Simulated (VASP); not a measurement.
# GaP (F-43m) in VASP: a series of runs

GaP is run at these levels: LDA; tasks: electric field gradients.

Program: VASP 6.6.1. These are calculated values, not measurements. Logs are shortened: lines on timing, memory, paths and dates and some standing lists are left out, and cuts for length are marked.

**Experimental background.**

From “Stacking defects in GaP nanowires: Electronic structure and optical properties”, 2018, arxiv:1810.01194, for a bulk crystal of GaP at 10 K: band gap 2.34 eV (indirect).

The results are compared with them further down.

## Step 1: The cell of the first run

It takes space group F-43m (No. 216, cubic). The conventional cell has a = 5.451 Å, b = 5.451 Å, c = 5.451 Å, α = 90.00°, β = 90.00°, γ = 90.00°. Within 3.1 Å of Ga (site symmetry -43m) lie 4 P at 2.36 Å. Within 3.1 Å of P (site symmetry -43m) lie 4 Ga at 2.36 Å.

## Step 2: Electric field gradients, LDA

Input file INCAR:

```
SYSTEM = GaP
ALGO = Normal ; EDIFF = 1E-8
ENCUT = 520 ; ISIF = 2
ISMEAR = -1 ; LASPH = .True.
LCHARG = .False. ; LEFG = .True.
LREAL = .False. ; LWAVE = .False.
NBANDS = 16 ; NELM = 100
PREC = Accurate ; SIGMA = 0.05
```

Input file KPOINTS:

```
k-points
0
Gamma
  10 10 10
  0 0 0
```

Input file POSCAR:

```
GaP
1.0
    0.0000000000      2.7252500000      2.7252500000
    2.7252500000      0.0000000000      2.7252500000
    2.7252500000      2.7252500000      0.0000000000
Ga P
1 1
Direct
    0.0000000000      0.0000000000      0.0000000000
    0.7500000000      0.7500000000      0.7500000000
```

Potentials or basis: VASP PAW LDA potentials, release 64 (Ga_d, P).

The run is started by

```sh
> cat potpaw_LDA.64/Ga_d/POTCAR potpaw_LDA.64/P/POTCAR > POTCAR
> mpirun -np 1 vasp_std > vasp.out
```

OUTCAR:

```text
SYSTEM = GaP
   EDIFF = 1E-8
   ENCUT = 520
   ISIF = 2
   ISMEAR = -1
   LASPH = .True.
   LREAL = .False.
   NELM = 100
   PREC = Accurate

 ion  position               nearest neighbor table
   1  0.000  0.000  0.000-   2 2.36   2 2.36   2 2.36   2 2.36
   2  0.750  0.750  0.750-   1 2.36   1 2.36   1 2.36   1 2.36

  LATTYP: Found a face centered cubic cell.
 ALAT       =     5.4505000000

  Lattice vectors:

 A1 = (   0.0000000000,   2.7252500000,   2.7252500000)
 A2 = (   2.7252500000,   0.0000000000,   2.7252500000)
 A3 = (   2.7252500000,   2.7252500000,   0.0000000000)

Analysis of symmetry for initial positions (statically):
=====================================================================
 Subroutine PRICEL returns:
 Original cell was already a primitive cell.

 Routine SETGRP: Setting up the symmetry group for a
 face centered cubic supercell.

 Subroutine GETGRP returns: Found 24 space group operations
 (whereof 24 operations were pure point group operations)
 out of a pool of 48 trial point group operations.

The static configuration has the point symmetry T_d .

Analysis of symmetry for dynamics (positions and initial velocities):
=====================================================================
 Subroutine PRICEL returns:
 Original cell was already a primitive cell.

 Routine SETGRP: Setting up the symmetry group for a
 face centered cubic supercell.

 Subroutine GETGRP returns: Found 24 space group operations
 (whereof 24 operations were pure point group operations)
 out of a pool of 48 trial point group operations.

The dynamic configuration has the point symmetry T_d .

 Subroutine INISYM returns: Found 24 space group operations
 (whereof 24 operations are pure point group operations),
 and found     1 'primitive' translations

----------------------------------------------------------------------------------------

                                     Primitive cell

  volume of cell :      40.4808

  direct lattice vectors                    reciprocal lattice vectors
     0.000000000  2.725250000  2.725250000    -0.183469406  0.183469406  0.183469406
[... 123 lines left out ...]

 number of electron      17.9999989 magnetization

 Free energy of the ion-electron system (eV)
  ---------------------------------------------------
  ext. energy  EPLUGINS =         0.00000000
  ---------------------------------------------------
  free energy    TOTEN  =       -10.44258192 eV

  energy without entropy =      -10.44258191  energy(sigma->0) =      -10.44258191

 E-fermi :   5.2108     XC(G=0): -10.1644

 val. band max:        4.5037941615   @ k =   0.0000   0.0000   0.0000
 cond. band min:       5.9586174204   @ k =   0.4000   0.4000   0.0000
 fundamental gap:      1.4548232589
 Fermi energy:         5.2107618492

 k-point     1 :       0.0000    0.0000    0.0000
  band No.  band energies     occupation
      1     -10.1997      2.00000
      2     -10.1997      2.00000
      3     -10.1997      2.00000
      4     -10.1015      2.00000
      5     -10.1015      2.00000
      6      -8.0054      2.00000
[... 433 lines left out ...]
      3     -10.1506      2.00000
      4     -10.1259      2.00000
      5     -10.0853      2.00000
      6      -6.0148      2.00000
[... 8 lines left out ...]
     15      16.2972      0.00000
     16      18.0914      0.00000

 [... further k-points ...]

------------------------ aborting loop because EDIFF is reached ----------------------------------------

  FORCE on cell =-STRESS in cart. coord.  units (eV):
  Direction    XX          YY          ZZ          XY          YZ          ZX
  --------------------------------------------------------------------------------------
  -------------------------------------------------------------------------------------
  Total       -0.6674280     -0.6674280     -0.6674280     -0.0000000      0.0000000     -0.0000000
  in kB      -26.4159326    -26.4159326    -26.4159326     -0.0000000      0.0000000     -0.0000000
  external PRESSURE =     -26.4159326 kB  Pullay stress =       0.0000000 kB

 VOLUME and BASIS-vectors are now :
 -----------------------------------------------------------------------------
  energy-cutoff  :      520.00
  volume of cell :       40.48
      direct lattice vectors                 reciprocal lattice vectors
     0.000000000  2.725250000  2.725250000    -0.183469406  0.183469406  0.183469406
     2.725250000  0.000000000  2.725250000     0.183469406 -0.183469406  0.183469406
     2.725250000  2.725250000  0.000000000     0.183469406  0.183469406 -0.183469406

 POSITION                                       TOTAL-FORCE (eV/Angst)
 -----------------------------------------------------------------------------------
      0.00000      0.00000      0.00000         0.000000      0.000000      0.000000
      4.08788      4.08788      4.08788        -0.000000     -0.000000     -0.000000
 -----------------------------------------------------------------------------------
    total drift:                               -0.000000     -0.000000     -0.000000

  FREE ENERGIE OF THE ION-ELECTRON SYSTEM (eV)
  ---------------------------------------------------
  free  energy   TOTEN  =       -10.4425819177 eV

  energy  without entropy=      -10.4425819081  energy(sigma->0) =      -10.44258191

 Electric field gradients (V/A^2)
---------------------------------------------------------------------
 ion       V_xx      V_yy      V_zz      V_xy      V_xz      V_yz
---------------------------------------------------------------------
   1      -0.000    -0.000    -0.000    -0.001    -0.001    -0.001
   2      -0.000     0.000    -0.000    -0.000    -0.000    -0.000
---------------------------------------------------------------------

 Electric field gradients after diagonalization (V/A^2)
 (convention: |V_zz| > |V_xx| > |V_yy|)
----------------------------------------------------------------------
 ion       V_xx      V_yy      V_zz     asymmetry (V_yy - V_xx)/ V_zz
----------------------------------------------------------------------
   1       0.001     0.001    -0.002       0.000
   2       0.000     0.000    -0.000       0.000
----------------------------------------------------------------------

           NMR quadrupolar parameters

 Cq : quadrupolar parameter    Cq=e*Q*V_zz/h
 eta: asymmetry parameters     (V_yy - V_xx)/ V_zz
 Q  : nuclear electric quadrupole moment in mb (millibarn)
----------------------------------------------------------------------
 ion       Cq(MHz)       eta       Q (mb)
----------------------------------------------------------------------
   1      -0.000       0.000       1.000
   2      -0.000       0.000       1.000
----------------------------------------------------------------------
```

OSZICAR:

```text
N       E                     dE             d eps       ncg     rms          rms(c)
DAV:   1     0.793960016692E+02    0.79396E+02   -0.89629E+03  1560   0.158E+03
DAV:   2    -0.436292363493E+01   -0.83759E+02   -0.79919E+02  1656   0.308E+02
DAV:   3    -0.106562230082E+02   -0.62933E+01   -0.62685E+01  1888   0.657E+01
DAV:   4    -0.107591420977E+02   -0.10292E+00   -0.10289E+00  1896   0.904E+00
DAV:   5    -0.107611403185E+02   -0.19982E-02   -0.19982E-02  1936   0.111E+00    0.431E+00
DAV:   6    -0.104942023203E+02    0.26694E+00   -0.36048E-01  2336   0.102E+01    0.277E+00
DAV:   7    -0.104473966437E+02    0.46806E-01   -0.82255E-02  2056   0.198E+00    0.104E+00
DAV:   8    -0.104426077952E+02    0.47888E-02   -0.11154E-02  1792   0.116E+00    0.185E-01
DAV:   9    -0.104425741744E+02    0.33621E-04   -0.98630E-04  2224   0.412E-01    0.643E-02
DAV:  10    -0.104425758468E+02   -0.16724E-05   -0.51752E-05  2208   0.796E-02    0.281E-02
DAV:  11    -0.104425821869E+02   -0.63401E-05   -0.91019E-06  1856   0.449E-02    0.760E-03
DAV:  12    -0.104425819541E+02    0.23283E-06   -0.55427E-07  1856   0.759E-03    0.534E-03
DAV:  13    -0.104425819176E+02    0.36432E-07   -0.23026E-07  1984   0.452E-03    0.883E-04
DAV:  14    -0.104425819177E+02   -0.87311E-10   -0.96924E-09  1368   0.104E-03
   1 F= -.10442582E+02 E0= -.10442582E+02  d E =-.968383E-08
```

stdout:

```text
POSCAR found type information on POSCAR GaP
 POSCAR found :  2 types and       2 ions
 scaLAPACK will be used
 LDA part: xc-table for (Slater(with rela. corr.)+CA(PZ))
 , standard interpolation
 POSCAR, INCAR and KPOINTS ok, starting setup
 FFT: planning ... GRIDC
 FFT: planning ... GRID_SOFT
 FFT: planning ... GRID
 WAVECAR not read
 entering main loop
ion   1

ion   2
```

Wall time 30 s (1 thread of AMD EPYC 7R43 (Zen 3), shared host); peak memory 0.13 GiB.

Results:

* Free energy: -10.4426 eV
* Pressure: -2.6 GPa
* Band gap on the k mesh: 1.45 eV, indirect (least direct gap 1.64 eV)

Levels at points of the mesh, in eV from the valence-band top:
| k point | band 6 | band 7 | band 8 | band 9 | band 10 | band 11 | band 12 | band 13 |
| --- | --- | --- | --- | --- | --- | --- | --- | --- |
| (0.00, 0.00, 0.00) | -12.51 | 0.00 | 0.00 | 0.00 | 1.64 | 3.79 | 3.79 | 3.79 |
| (0.50, 0.00, 0.00) | -10.43 | -6.71 | -1.13 | -1.13 | 1.52 | 4.63 | 4.63 | 8.05 |
| (0.50, 0.50, 0.00) | -9.51 | -6.84 | -2.71 | -2.71 | 1.50 | 1.68 | 10.45 | 10.45 |

Caveat: without QUAD_EFG the Cq values of the log hold for a quadrupole moment of 1 mb, not for the nuclei.

## Step 3: Electric field gradients, LDA (volume scaled by 1.01)

Input file INCAR:

```
  ALGO = Normal
  EDIFF = 1E-8
  ENCUT = 520
  ISIF = 2
  ISMEAR = -1
  LASPH = T
  LCHARG = F
  LEFG = T
  LREAL = F
  LWAVE = F
  NBANDS = 16
  NELM = 60
  PREC = Accurate
  SIGMA = 0.05
```

Input file KPOINTS:

```
k-points
0
Gamma
  10 10 10
```

Input file POSCAR:

```
GaP
1.0
    0.0000000000      2.7343040532      2.7343040532
    2.7343040532      0.0000000000      2.7343040532
    2.7343040532      2.7343040532      0.0000000000
Ga P
1 1
Direct
    0.0000000000      0.0000000000      0.0000000000
    0.7500000000      0.7500000000      0.7500000000
```

Potentials or basis: VASP PAW LDA potentials, release 64 (Ga_d, P).

The run is started by

```sh
> cat potpaw_LDA.64/Ga_d/POTCAR potpaw_LDA.64/P/POTCAR > POTCAR
> mpirun -np 1 vasp_std > vasp.out
```

OUTCAR:

```text
EDIFF = 1E-8
   ENCUT = 520
   ISIF = 2
   ISMEAR = -1
   LASPH = T
   LREAL = F
   NELM = 60
   PREC = Accurate

 ion  position               nearest neighbor table
   1  0.000  0.000  0.000-   2 2.37   2 2.37   2 2.37   2 2.37
   2  0.750  0.750  0.750-   1 2.37   1 2.37   1 2.37   1 2.37

  LATTYP: Found a face centered cubic cell.
 ALAT       =     5.4686081064

  Lattice vectors:

 A1 = (   0.0000000000,   2.7343040532,   2.7343040532)
 A2 = (   2.7343040532,   0.0000000000,   2.7343040532)
 A3 = (   2.7343040532,   2.7343040532,   0.0000000000)

Analysis of symmetry for initial positions (statically):
=====================================================================
 Subroutine PRICEL returns:
 Original cell was already a primitive cell.

 Routine SETGRP: Setting up the symmetry group for a
 face centered cubic supercell.

 Subroutine GETGRP returns: Found 24 space group operations
 (whereof 24 operations were pure point group operations)
 out of a pool of 48 trial point group operations.

The static configuration has the point symmetry T_d .

Analysis of symmetry for dynamics (positions and initial velocities):
=====================================================================
 Subroutine PRICEL returns:
 Original cell was already a primitive cell.

 Routine SETGRP: Setting up the symmetry group for a
 face centered cubic supercell.

 Subroutine GETGRP returns: Found 24 space group operations
 (whereof 24 operations were pure point group operations)
 out of a pool of 48 trial point group operations.

[... 158 lines left out ...]
      2     -10.2846      2.00000
      3     -10.2846      2.00000
      4     -10.1895      2.00000
      5     -10.1895      2.00000
      6      -8.0330      2.00000
[... 433 lines left out ...]
      3     -10.2372      2.00000
      4     -10.2129      2.00000
      5     -10.1738      2.00000
      6      -6.0687      2.00000
[... 8 lines left out ...]
     15      16.1686      0.00000
     16      17.9127      0.00000

 [... further k-points ...]

------------------------ aborting loop because EDIFF is reached ----------------------------------------

  FORCE on cell =-STRESS in cart. coord.  units (eV):
  Direction    XX          YY          ZZ          XY          YZ          ZX
  --------------------------------------------------------------------------------------
  -------------------------------------------------------------------------------------
  Total       -0.8669152     -0.8669152     -0.8669152      0.0000000      0.0000000     -0.0000000
  in kB      -33.9716604    -33.9716604    -33.9716604      0.0000000      0.0000000     -0.0000000
  external PRESSURE =     -33.9716604 kB  Pullay stress =       0.0000000 kB

 VOLUME and BASIS-vectors are now :
 -----------------------------------------------------------------------------
  energy-cutoff  :      520.00
  volume of cell :       40.89
      direct lattice vectors                 reciprocal lattice vectors
     0.000000000  2.734304053  2.734304053    -0.182861887  0.182861887  0.182861887
     2.734304053  0.000000000  2.734304053     0.182861887 -0.182861887  0.182861887
     2.734304053  2.734304053  0.000000000     0.182861887  0.182861887 -0.182861887

 POSITION                                       TOTAL-FORCE (eV/Angst)
 -----------------------------------------------------------------------------------
      0.00000      0.00000      0.00000         0.000000      0.000000      0.000000
      4.10146      4.10146      4.10146        -0.000000     -0.000000     -0.000000
 -----------------------------------------------------------------------------------
    total drift:                               -0.000000     -0.000000     -0.000000

  FREE ENERGIE OF THE ION-ELECTRON SYSTEM (eV)
  ---------------------------------------------------
  free  energy   TOTEN  =       -10.4349874041 eV

  energy  without entropy=      -10.4349873946  energy(sigma->0) =      -10.43498740

 Electric field gradients (V/A^2)
---------------------------------------------------------------------
 ion       V_xx      V_yy      V_zz      V_xy      V_xz      V_yz
---------------------------------------------------------------------
   1       0.000    -0.000    -0.000    -0.002    -0.002    -0.002
   2      -0.000    -0.000    -0.000    -0.000    -0.000    -0.000
---------------------------------------------------------------------

 Electric field gradients after diagonalization (V/A^2)
 (convention: |V_zz| > |V_xx| > |V_yy|)
----------------------------------------------------------------------
 ion       V_xx      V_yy      V_zz     asymmetry (V_yy - V_xx)/ V_zz
----------------------------------------------------------------------
   1       0.002     0.002    -0.003       0.000
   2       0.000     0.000    -0.000       0.000
----------------------------------------------------------------------

           NMR quadrupolar parameters

 Cq : quadrupolar parameter    Cq=e*Q*V_zz/h
 eta: asymmetry parameters     (V_yy - V_xx)/ V_zz
 Q  : nuclear electric quadrupole moment in mb (millibarn)
----------------------------------------------------------------------
 ion       Cq(MHz)       eta       Q (mb)
----------------------------------------------------------------------
   1      -0.000       0.000       1.000
   2      -0.000       0.000       1.000
----------------------------------------------------------------------
```

stdout:

```text
POSCAR found type information on POSCAR GaP
 POSCAR found :  2 types and       2 ions
 scaLAPACK will be used
 LDA part: xc-table for (Slater(with rela. corr.)+CA(PZ))
 , standard interpolation
 POSCAR, INCAR and KPOINTS ok, starting setup
 FFT: planning ... GRIDC
 FFT: planning ... GRID_SOFT
 FFT: planning ... GRID
 WAVECAR not read
 entering main loop
ion   1

ion   2
```

It took 31 s on 1 thread of AMD EPYC 7R43 (Zen 3), shared host; peak memory 0.13 GiB.

Results:

| Quantity | Value |
| --- | --- |
| Free energy | -10.4350 eV |
| Pressure | -3.4 GPa |
| Band gap on the k mesh | 1.47 eV, indirect (least direct gap 1.56 eV) |

Levels at points of the mesh, in eV from the valence-band top:
| k point | band 7 | band 8 | band 9 | band 10 | band 11 | band 12 |
| --- | --- | --- | --- | --- | --- | --- |
| (0.00, 0.00, 0.00) | 0.00 | 0.00 | 0.00 | 1.56 | 3.80 | 3.80 |
| (0.50, 0.00, 0.00) | -6.65 | -1.11 | -1.11 | 1.49 | 4.63 | 4.63 |
| (0.50, 0.50, 0.00) | -6.79 | -2.67 | -2.67 | 1.52 | 1.69 | 10.38 |

Caveat: without QUAD_EFG the Cq values of the log hold for a quadrupole moment of 1 mb, not for the nuclei. A k mesh can miss the band edges.

(Continued in part 2 of 2.)
